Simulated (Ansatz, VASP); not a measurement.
**One calculation of Co, two programs**

INCAR

```
SYSTEM = Co
  ALGO = Normal
  EDIFF = 1E-7
  ENCUT = 520
  GGA = RP
  ISIF = 2
  ISMEAR = -1
  LASPH = .TRUE.
  LCHARG = .FALSE.
  LREAL = .FALSE.
  LWAVE = .FALSE.
  NBANDS = 20
  NELM = 60
  PREC = Accurate
  SIGMA = 0.1
```

KPOINTS

```
k-points
0
G
  12 12 17
  0 0 0
```

POSCAR

```
Co
1.0
    4.0925759750      0.0000000000      0.0000000000
   -2.0462879875      3.5442747613      0.0000000000
    0.0000000000      0.0000000000      2.5097535746
Co
3
Direct
    0.0000000000      0.0000000000      0.0000000000
    0.3333333333      0.6666666667      0.5000000000
    0.6666666667      0.3333333333      0.5000000000
```

Input for Ansatz:

```yaml
crystal:
  lattice:
    - [4.092575975, 0.0, 0.0]
    - [-2.0462879875, 3.5442747613, 0.0]
    - [0.0, 0.0, 2.5097535746]
  atoms:
    - { symbol: Co, position: [0.0, 0.0, 0.0] }
    - { symbol: Co, position: [0.3333333333, 0.6666666667, 0.5] }
    - { symbol: Co, position: [0.6666666667, 0.3333333333, 0.5] }
hamiltonian:
  xc: rpbe
  pseudopotentials:
    kind: paw
    azcp:
      Co: "pseudopotentials/Co.paw.azcp"
basis:
  ecutwfc: 420
  fft_grid_basis: typed
kpoints:
  mp_grid: { grid: [12, 12, 17], shift: [0, 0, 0] }
magnetization:
  spin_polarized: false
scf:
  occupations: { method: fermi_dirac, width: 0.1 }
output:
  stress: true
```

Alike in both runs: task single point; functional RPBE; k mesh 12 × 12 × 17; occupations fermi-dirac, width 0.1 eV; no spin polarisation.

|  | VASP | Ansatz |
| --- | --- | --- |
| version | VASP 6.6.1 | Ansatz 0.2.0 |
| potentials or method | VASP PAW PBE potentials, release 64 (Co), cutoff 520 eV | plane waves (420 eV) with PAW, scalar-relativistic |
| valence electrons in the cell | 27 | 51 |

|  | VASP | Ansatz | Ansatz less VASP |
| --- | --- | --- | --- |
| pressure (GPa) | -18.8 | -18.9 | -0.07 |
| traceless stress, the component that is largest in VASP (GPa) | 0.90 | 1.00 | +0.100 |

VASP's potentials were made for PBE, not for RPBE. With one functional, cell and mesh, what is left measures potentials, basis and numerics. VASP's potentials hold 27 valence electrons a cell and Ansatz's 51, so a difference there can come from the potentials and not from the codes.
